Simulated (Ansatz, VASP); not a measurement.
BaTiO3: VASP beside Ansatz

```
Ba Ti O
1.0
     4.00600    0.00000    0.00000
     0.00000    4.00600    0.00000
     0.00000    0.00000    4.00600
Ba Ti O
1 1 3
Direct
  0.50000 0.50000 0.50000
  0.00000 0.00000 0.00000
  0.50000 0.00000 0.00000
  0.00000 0.50000 0.00000
  0.00000 0.00000 0.50000
```

Alike in both runs: task relaxation of the atoms; functional r2SCAN; k mesh 8 × 8 × 8; occupations fermi-dirac, width 0.01 eV; no spin polarisation.

```csv
,VASP,Ansatz
version,VASP 6.6.1,Ansatz 0.2.0
potentials or method,"VASP PAW PBE potentials, release 64 (Ba_sv, Ti_sv, O)","plane-wave PAW, scalar-relativistic"
plane-wave cutoff (eV),580,500
valence electrons in the cell,40,40
```

|  | VASP | Ansatz | Ansatz less VASP |
| --- | --- | --- | --- |
| gap on the k mesh at the Fermi level, each at its own relaxed structure (eV) | 2.13 | 2.15 | +0.022 |

VASP's potentials were made for PBE, not for r2SCAN. Ansatz's warnings: stress scf threshold loose.

Spin-orbit coupling is off throughout. Noted on VASP's run: the relaxation stopped at its first step, so nothing moved.
